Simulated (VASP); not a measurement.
A run of VASP 6.6.1 is set up as follows.

INCAR

```
SYSTEM = Na
PREC     = Accurate       ! precision mode
ENCUT    = 520            ! plane-wave cutoff, eV
EDIFF    = 1E-6           ! SCF threshold, eV
ISMEAR   = 0              ! smearing method
SIGMA    = 0.1            ! smearing width, eV
LREAL    = .FALSE.        ! projectors in reciprocal space
LASPH    = .TRUE.         ! aspherical terms in the spheres
NELM     = 100            ! most SCF steps
ALGO     = Fast           ! electronic algorithm
ISIF     = 2              ! what is computed and relaxed
LWAVE    = .FALSE.        ! write WAVECAR
LCHARG   = .TRUE.         ! write CHGCAR
GGA      = PE             ! functional
LELF     = .TRUE.         ! ELF
LVHAR    = .TRUE.       
NBANDS   = 22             ! bands
```

KPOINTS

```
Automatic mesh
0
G
  14 14 4
  0 0 0
```

File POSCAR:

```
Na
1.0
    3.2473641496     -1.8606912289     -0.0165278757
    3.2473641496      1.8606912289     -0.0165278757
   -2.3576120421      0.0000000000     12.2570811529
Na
4
Direct
    0.2075417561      0.2075417561      0.1248410657
    0.7924582439      0.7924582439      0.8751589343
    0.3774071407      0.3774071407      0.6251371490
    0.6225928593      0.6225928593      0.3748628510
```

Potentials or basis: VASP PAW PBE potentials, release 64 (Na_pv).

The run is started by

```sh
$ cat potpaw_PBE.64/Na_pv/POTCAR > POTCAR
$ mpirun -np 1 vasp_std > vasp.out
```

Problem. Estimate the band gap on the k mesh.

Solution. Zero (bands 14 and 15 overlap by 3.64 eV).

Problem. Estimate the pressure.

Solution. 0.0 GPa.
